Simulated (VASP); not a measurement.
# P in VASP: notebook, part 2 of 3

VASP 6.6.1.

### Step 3. Single point, r2SCAN (uniaxial y strain -4.0%)

POSCAR reads:

```
P
1.0
    4.6275012813      0.0000000000      0.0000000000
    0.0000000000      3.1601928496      0.0000000000
    0.0000000000      0.0000000000     27.8195791164
P
4
Direct
    0.0890957741      0.0000000000      0.3791396754
    0.4109042259      0.5000000000      0.3791396754
    0.5890957741      0.5000000000      0.3038325551
    0.9109042259      0.0000000000      0.3038325551
```

INCAR.step1 reads:

```
ALGO = Normal
DIPOL = 0.5 0.5 0.341
EDIFF = 1E-4
ENCUT = 520
GGA = PE
IDIPOL = 3
ISMEAR = 0
LASPH = T
LCHARG = F
LDIPOL = T
LREAL = F
LWAVE = T
NBANDS = 18
NELM = 80
PREC = Accurate
SIGMA = 0.01
```

INCAR.step2 reads:

```
ALGO = Normal
DIPOL = 0.5 0.5 0.341
EDIFF = 1E-6
ENCUT = 520
IDIPOL = 3
ISIF = 2
ISMEAR = 0
ISTART = 1
LASPH = T
LCHARG = F
LDIPOL = T
LMIXTAU = T
LREAL = F
LWAVE = F
METAGGA = R2SCAN
NBANDS = 18
NELM = 80
PREC = Accurate
SIGMA = 0.01
```

KPOINTS reads:

```
k-points
0
Gamma
  6 8 1
```

Potentials or basis: VASP PAW PBE potentials, release 64 (P).

The run is started by

```sh
$ cat potpaw_PBE.64/P/POTCAR > POTCAR
$ cp INCAR.step1 INCAR
$ mpirun -np 1 vasp_std > vasp.out
$ cp INCAR.step2 INCAR
$ mpirun -np 1 vasp_std > vasp.out
```

OUTCAR:

```text
EDIFF = 1E-6
   ENCUT = 520
   ISIF = 2
   ISMEAR = 0
   ISTART = 1
   LASPH = T
   LREAL = F
   METAGGA = R2SCAN
   NELM = 80
   PREC = Accurate

 ion  position               nearest neighbor table
   1  0.089  0.000  0.379-   2 2.17   2 2.17   4 2.25
   2  0.411  0.500  0.379-   1 2.17   1 2.17   3 2.25
   3  0.589  0.500  0.304-   4 2.17   4 2.17   2 2.25
   4  0.911  0.000  0.304-   3 2.17   3 2.17   1 2.25

  LATTYP: Found a simple orthorhombic cell.
 ALAT       =     3.1601928496
 B/A-ratio  =     1.4643097752
 C/A-ratio  =     8.8031270370

  Lattice vectors:

 A1 = (   0.0000000000,  -3.1601928496,   0.0000000000)
 A2 = (   4.6275012813,   0.0000000000,   0.0000000000)
 A3 = (   0.0000000000,   0.0000000000,  27.8195791164)

Analysis of symmetry for initial positions (statically):
=====================================================================
 Subroutine PRICEL returns:
 Original cell was already a primitive cell.

 Routine SETGRP: Setting up the symmetry group for a
 simple orthorhombic supercell.

 Subroutine GETGRP returns: Found  8 space group operations
 (whereof  2 operations were pure point group operations)
 out of a pool of  8 trial point group operations.

The static configuration has the point symmetry C_1h.
 The point group associated with its full space group is D_2h.

Analysis of symmetry for dynamics (positions and initial velocities):
=====================================================================
 Subroutine PRICEL returns:
 Original cell was already a primitive cell.

 Routine SETGRP: Setting up the symmetry group for a
 simple orthorhombic supercell.

 Subroutine GETGRP returns: Found  8 space group operations
 (whereof  2 operations were pure point group operations)
 out of a pool of  8 trial point group operations.

The dynamic configuration has the point symmetry C_1h.
 The point group associated with its full space group is D_2h.

 Subroutine INISYM returns: Found  8 space group operations
 (whereof  2 operations are pure point group operations),
 and found     1 'primitive' translations

----------------------------------------------------------------------------------------

                                     Primitive cell

  volume of cell :     406.8279

  direct lattice vectors                    reciprocal lattice vectors
     4.627501281  0.000000000  0.000000000     0.216099346  0.000000000  0.000000000
     0.000000000  3.160192850  0.000000000     0.000000000  0.316436385  0.000000000
     0.000000000  0.000000000 27.819579116     0.000000000  0.000000000  0.035945907

  length of vectors
     4.627501281  3.160192850 27.819579116     0.216099346  0.316436385  0.035945907

  position of ions in fractional coordinates (direct lattice)
     0.089095774  0.000000000  0.379139675
     0.410904226  0.500000000  0.379139675
     0.589095774  0.500000000  0.303832555
     0.910904226  0.000000000  0.303832555

  ion indices of the primitive-cell ions
   primitive index   ion index
                 1           1
                 2           2
                 3           3
                 4           4

[... 33 lines left out ...]
  0.166667  0.125000  0.000000      4.000000
[... 12 lines left out ...]
  0.333333  0.500000  0.000000      2.000000
  0.500000  0.500000  0.000000      1.000000
   k-points           NKPTS =     20   k-points in BZ     NKDIM =     20   number of bands    NBANDS=     18
   number of dos      NEDOS =    301   number of ions     NIONS =      4
   total plane-waves  NPLWV = 181440
   dimension x,y,z NGX =    36 NGY =   24 NGZ =  210
   dimension x,y,z NGXF=    72 NGYF=   48 NGZF=  420
   ions per type =               4
   NGX,Y,Z   is equivalent  to a cutoff of  12.93, 12.63, 12.55 a.u.
   NGXF,Y,Z  is equivalent  to a cutoff of  25.87, 25.25, 25.10 a.u.
 SYSTEM =  unknown system
   PREC   = accura    normal or accurate (medium, high low for compatibility)
   ISTART =      1    job   : 0-new  1-cont  2-samecut
   ICHARG =      0    charge: 1-file 2-atom 10-const
   ISPIN  =      1    spin polarized calculation?
   LNONCOLLINEAR =      F non collinear calculations
   LSORBIT =      F    spin-orbit coupling
   LASPH  =      T    aspherical Exc in radial PAW
   ENCUT  =  520.0 eV  38.22 Ry    6.18 a.u.   8.60  5.88 51.73*2*pi/ulx,y,z
   NELM   =     80;   NELMIN=  2; NELMDL=  0     # of ELM steps
   EDIFF  = 0.1E-05   stopping-criterion for ELM
   LREAL  =      F    real-space projection
   EDIFFG = 0.1E-04   stopping-criterion for IOM
   NSW    =      0    number of steps for IOM
   IBRION =     -1    ionic relax: 0-MD 1-quasi-New 2-CG
   NFREE  =      0    steps in history (QN), initial steepest desc. (CG)
   ISIF   =      2    stress and relaxation
   ISYM   =      2    0-nonsym 1-usesym 2-fastsym
   POTIM  = 0.5000    time-step for ionic-motion
   TEBEG  =    0.0;   TEEND  =   0.0 temperature during run
   PSTRESS=    0.0 pullay stress
   NELECT =      20.0000    total number of electrons
   NUPDOWN=      -1.0000    fix difference up-down
   EMIN   =  10.00;   EMAX   =-10.00  energy-range for DOS
   EFERMI =   0.00;   METHOD = LEGACY
   ISMEAR =     0;   SIGMA  =   0.01  broadening in eV -4-tet -1-fermi 0-gaus
   EFERMI_NEDOS =   21; number of points for ismear=-14 and -15
   IALGO  =     38    algorithm
   IMIX   =      4    mixing-type and parameters
     AMIX     =   0.40;   BMIX     =  1.00
     AMIX_MAG =   1.60;   BMIX_MAG =  1.00
  volume/ion in A,a.u.               =     101.71       686.35
  Fermi-wavevector in a.u.,A,eV,Ry     =   0.599719  1.133305  4.893513  0.359663
  Thomas-Fermi vector in A             =   1.651307
   LORBIT       =      0    0 simple, 1 ext, 2 COOP (PROOUT), +10 PAW based schemes
   METAGGA = R2SCAN    functional components
   LHFCALC =     F    Hartree Fock is set to
   AEXX    =    0.0000 exact exchange contribution
   IVDW    =     0    specifies the selected vdW correction
   LEPSILON=     F    determine dielectric tensor
   LRPA    =     F    only Hartree local field effects (RPA)
 non-spin polarized calculation
 Gauss-broadening in eV      SIGMA  =   0.01
  energy-cutoff  :      520.00
  volume of cell :      406.83
 maximum number of plane-waves:     11005
 NGX is ok and might be reduce to    36
   NGX = 17   NGY = 11   NGZ =103

 dipolmoment           0.000000      0.000000      0.000000 electrons x Angstroem

 number of electron      20.0000000 magnetization

 dipolmoment           0.000000      0.000000     -0.000001 electrons x Angstroem

 Free energy of the ion-electron system (eV)
  ---------------------------------------------------
  ext. energy  EPLUGINS =         0.00000000
  ---------------------------------------------------
  free energy    TOTEN  =       -35.70191372 eV

  energy without entropy =      -35.70191372  energy(sigma->0) =      -35.70191372

 E-fermi :  -3.0405     XC(G=0):  -2.2080

 val. band max:       -3.1563463564   @ k =   0.0000   0.1250   0.0000
 cond. band min:      -2.2678350638   @ k =   0.0000   0.0000   0.0000
 fundamental gap:      0.8885112926
 Fermi energy:        -3.0405481986

 k-point     1 :       0.0000    0.0000    0.0000
  band No.  band energies     occupation
      1     -19.2202      2.00000
      2     -16.6741      2.00000
      3     -12.8208      2.00000
      4      -9.3709      2.00000
      5      -8.1019      2.00000
      6      -8.0433      2.00000
[... 397 lines left out ...]
      5      -8.5077      2.00000
      6      -8.5077      2.00000
[... 10 lines left out ...]
     17       3.8116      0.00000
     18       3.8116      0.00000

------------------------ aborting loop because EDIFF is reached ----------------------------------------

 vacuum level on the upper side and lower side of the slab       (xc-potential included)        -0.028        -0.029

  FORCE on cell =-STRESS in cart. coord.  units (eV):
  Direction    XX          YY          ZZ          XY          YZ          ZX
  --------------------------------------------------------------------------------------
  -------------------------------------------------------------------------------------
  Total        0.3471901      4.4437202     -0.2770532      0.0000000      0.0000000      0.0000000
  in kB        1.3673106     17.5003447     -1.0910964      0.0000000      0.0000000      0.0000000
  external PRESSURE =       5.9255196 kB  Pullay stress =       0.0000000 kB

 VOLUME and BASIS-vectors are now :
 -----------------------------------------------------------------------------
  energy-cutoff  :      520.00
  volume of cell :      406.83
      direct lattice vectors                 reciprocal lattice vectors
     4.627501281  0.000000000  0.000000000     0.216099346  0.000000000  0.000000000
     0.000000000  3.160192850  0.000000000     0.000000000  0.316436385  0.000000000
     0.000000000  0.000000000 27.819579116     0.000000000  0.000000000  0.035945907

 POSITION                                       TOTAL-FORCE (eV/Angst)
 -----------------------------------------------------------------------------------
      0.41229      0.00000     10.54751         0.096506     -0.000000     -0.061731
      1.90146      1.58010     10.54751        -0.096506      0.000000     -0.061731
      2.72604      1.58010      8.45249         0.096506      0.000000      0.061731
      4.21521      0.00000      8.45249        -0.096506     -0.000000      0.061731
 -----------------------------------------------------------------------------------
    total drift:                               -0.000000     -0.000000      0.000051

  FREE ENERGIE OF THE ION-ELECTRON SYSTEM (eV)
  ---------------------------------------------------
  free  energy   TOTEN  =       -35.7019137245 eV

  energy  without entropy=      -35.7019137245  energy(sigma->0) =      -35.70191372

 vacuum level on the upper side and lower side of the slab         2.049         2.049
```

It took 18 min on 1 thread of Intel Xeon Platinum 8259CL at 2.50GHz (Skylake/Cascade Lake), shared host; peak memory 0.5 GiB.

Results:

- Free energy: -35.7019 eV
- Largest force: 0.115 eV/Å
- Band gap on the k mesh: 0.89 eV (least direct gap 0.90 eV)

Forces on the atoms (eV/Å):
```
P    0.097  0.000 -0.062
P   -0.097  0.000 -0.062
P    0.097  0.000  0.062
P   -0.097  0.000  0.062
```

Caveat: the cell differs from its parent crystal (uniaxial y strain -4.0%); the PAW data sets were made with another functional, which shifts forces and pressure a little.

### Step 4. Single point, r2SCAN (uniaxial y strain -3.0%)

POSCAR reads:

```
P
1.0
    4.6275012813      0.0000000000      0.0000000000
    0.0000000000      3.1931115251      0.0000000000
    0.0000000000      0.0000000000     27.8195791164
P
4
Direct
    0.0896676512      0.0000000000      0.3790885903
    0.4103323488      0.5000000000      0.3790885903
    0.5896676512      0.5000000000      0.3038836402
    0.9103323488      0.0000000000      0.3038836402
```

INCAR.step1 reads:

```
  PREC = Accurate
  ENCUT = 520
  ISMEAR = 0
  SIGMA = 0.01
  LREAL = False
  LASPH = True
  NELM = 100
  LDIPOL = True
  IDIPOL = 3
  DIPOL = 0.5 0.5 0.341
  NBANDS = 18
  GGA = PE
  ALGO = Normal
  EDIFF = 1E-4
  LWAVE = True
  LCHARG = False
```

INCAR.step2 reads:

```
  PREC = Accurate
  ENCUT = 520
  EDIFF = 1E-7
  ISMEAR = 0
  SIGMA = 0.01
  LREAL = False
  LASPH = True
  NELM = 100
  ALGO = Normal
  ISIF = 2
  LWAVE = False
  LCHARG = False
  LDIPOL = True
  IDIPOL = 3
  DIPOL = 0.5 0.5 0.341
  METAGGA = R2SCAN
  LMIXTAU = True
  NBANDS = 18
  ISTART = 1
```

KPOINTS reads:

```
regular mesh
0
Gamma
  6 8 1
```

The run is started by

```sh
$ cat potpaw_PBE.64/P/POTCAR > POTCAR
$ cp INCAR.step1 INCAR
$ mpirun -np 1 vasp_std > vasp.out
$ cp INCAR.step2 INCAR
$ mpirun -np 1 vasp_std > vasp.out
```

Wall time 17 min (1 thread of Intel Xeon Platinum 8259CL at 2.50GHz (Skylake/Cascade Lake), shared host); peak memory 0.51 GiB.

It converged, with:

| Item | Value |
| --- | --- |
| Free energy | -35.7429 eV |
| Largest force | 0.111 eV/Å |
| Band gap on the k mesh | 0.95 eV |

Forces in eV/Å, atoms in the order of the input:
```
P    0.093  0.000 -0.061
P   -0.093  0.000 -0.061
P    0.093  0.000  0.061
P   -0.093  0.000  0.061
```

Levels at points of the mesh, in eV from the valence-band top:
```tsv
k point	band 8	band 9	band 10	band 11	band 12	band 13
(0.00, 0.00, 0.00)	-1.88	-1.59	0.00	0.95	2.35	3.55
(0.50, 0.00, 0.00)	-2.40	-1.37	-1.37	2.90	2.90	4.01
(0.00, 0.50, 0.00)	-2.86	-1.98	-1.98	1.42	1.42	2.42
(0.50, 0.50, 0.00)	-4.71	-1.12	-1.12	2.64	2.64	4.08
```

Caveat: the cell differs from its parent crystal (uniaxial y strain -3.0%); the PAW data sets were made with another functional, which shifts forces and pressure a little.

(Continued in part 3 of 3.)
